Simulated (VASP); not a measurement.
Write the native input for VASP 6.6.1 that does the following.

```
Task                    : single point
Functional              : PBEsol
Potentials or basis     : VASP PAW PBE potentials, release 64 (Hg, Te)
Cutoff                  : 520 eV
k mesh                  : 6 × 6 × 6
Occupations             : fermi-dirac, width 0.05 eV
Spin                    : no spin polarisation
Dipole correction       : no
k mesh for the DOS      : 9 × 9 × 9
Occupations for the DOS : tetrahedron
Further INCAR settings  : ALGO = Normal; EDIFF = 1e-06; NBANDS = 16
```

The system is HgTe.

```xyz
2
Lattice="0.0000 3.2145 3.2145 3.2145 0.0000 3.2145 3.2145 3.2145 0.0000" Properties=species:S:1:pos:R:3 pbc="T T T"
Hg    0.0000    0.0000    0.0000
Te    4.8217    4.8217    4.8217
```

These files were run (other wordings do the same):

POSCAR

```
HgTe
1.0
    0.0000000000      3.2145000000      3.2145000000
    3.2145000000      0.0000000000      3.2145000000
    3.2145000000      3.2145000000      0.0000000000
Hg Te
1 1
Direct
    0.0000000000      0.0000000000      0.0000000000
    0.7500000000      0.7500000000      0.7500000000
```

INCAR.step1

```
SYSTEM = HgTe
PREC = Accurate ; ENCUT = 520
EDIFF = 1E-6 ; ISMEAR = -1
SIGMA = 0.05 ; LREAL = .FALSE.
LASPH = .TRUE. ; NELM = 100
ALGO = Normal ; ISIF = 2
LWAVE = .FALSE. ; LCHARG = .TRUE.
GGA = PS ; NBANDS = 16
```

KPOINTS.step1

```
Automatic mesh
0
G
  6 6 6
  0 0 0
```

INCAR.step2

```
SYSTEM = HgTe
PREC = Accurate ; ENCUT = 520
EDIFF = 1E-6 ; ISMEAR = -5
SIGMA = 0.05 ; LREAL = .FALSE.
LASPH = .TRUE. ; NELM = 100
ALGO = Normal ; ISIF = 2
LWAVE = .FALSE. ; LCHARG = .FALSE.
GGA = PS ; LORBIT = 11
NBANDS = 16 ; NEDOS = 2001
ICHARG = 11
```

KPOINTS.step2

```
Automatic mesh
0
G
  9 9 9
  0 0 0
```

Potentials or basis: VASP PAW PBE potentials, release 64 (Hg, Te).

Run with:

```console
$ cat potpaw_PBE.64/Hg/POTCAR potpaw_PBE.64/Te/POTCAR > POTCAR
$ cp INCAR.step1 INCAR
$ cp KPOINTS.step1 KPOINTS
$ mpirun -np 1 vasp_std > vasp.out
$ cp INCAR.step2 INCAR
$ cp KPOINTS.step2 KPOINTS
$ mpirun -np 1 vasp_std > vasp.out
```

Results of the run:

* Valence electrons inside the program's atomic spheres: Hg 10.54; Te 3.38

It took 62 s on 1 thread of Intel Xeon 8259CL, with other jobs on the host, peak memory 0.21 GiB.
